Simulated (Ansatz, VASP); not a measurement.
Given: the input of a run of Ansatz 0.2.0 on TePb.

input.yaml

```yaml
crystal:
  lattice:
    - [0.0, 3.231, 3.231]
    - [3.231, 0.0, 3.231]
    - [3.231, 3.231, 0.0]
  atoms:
    - { symbol: Pb, position: [0.0, 0.0, 0.0] }
    - { symbol: Te, position: [0.5, 0.5, 0.5] }
kpoints:
  mp_grid: { grid: [7, 7, 7] }
scf:
  occupations: { method: gaussian, width: 0.1 }
hamiltonian:
  xc: rpbe
  pseudopotentials: { kind: all_electron, lapw: { basis_error: 0.001 } }
output:
  forces: true
  stress: true
  eigenvalues: true
```

Potentials or basis: all-electron LAPW, scalar-relativistic.

Run with:

```bash
$ ansatz run input.yaml --threads 1 --pin off --max-ram 3072MiB --backend cpu --events-out ev --progress --plain --runs-dir out
```

Task: Translate it to VASP 6.6.1. Potentials there: VASP PAW PBE potentials, release 64 (Pb_d, Te).

Result: As run (the cutoff follows the program's own potentials):

The input INCAR:

```
SYSTEM = TePb
  PREC = Accurate
  ENCUT = 520
  EDIFF = 1E-6
  ISMEAR = 0
  SIGMA = 0.1
  LREAL = .FALSE.
  LASPH = .TRUE.
  NELM = 60
  ALGO = Normal
  ISIF = 2
  LWAVE = .FALSE.
  LCHARG = .FALSE.
  GGA = RP
  NBANDS = 17
```

Contents of KPOINTS:

```
regular mesh
0
G
  7 7 7
  0 0 0
```

File POSCAR:

```
TePb
1.0
    0.0000000000      3.2310000000      3.2310000000
    3.2310000000      0.0000000000      3.2310000000
    3.2310000000      3.2310000000      0.0000000000
Pb Te
1 1
Direct
    0.0000000000      0.0000000000      0.0000000000
    0.5000000000      0.5000000000      0.5000000000
```

Potentials or basis: VASP PAW PBE potentials, release 64 (Pb_d, Te).

Run with:

```sh
$ cat potpaw_PBE.64/Pb_d/POTCAR potpaw_PBE.64/Te/POTCAR > POTCAR
$ mpirun -np 1 vasp_std > vasp.out
```

Both were run:

|  | VASP | Ansatz | Ansatz less VASP |
| --- | --- | --- | --- |
| pressure (GPa) | 3.6 | 3.7 | +0.08 |

VASP's potentials were made for PBE, not for RPBE. Ansatz ran all-electron here, and VASP with PAW potentials.

Neither program's run includes spin-orbit coupling.
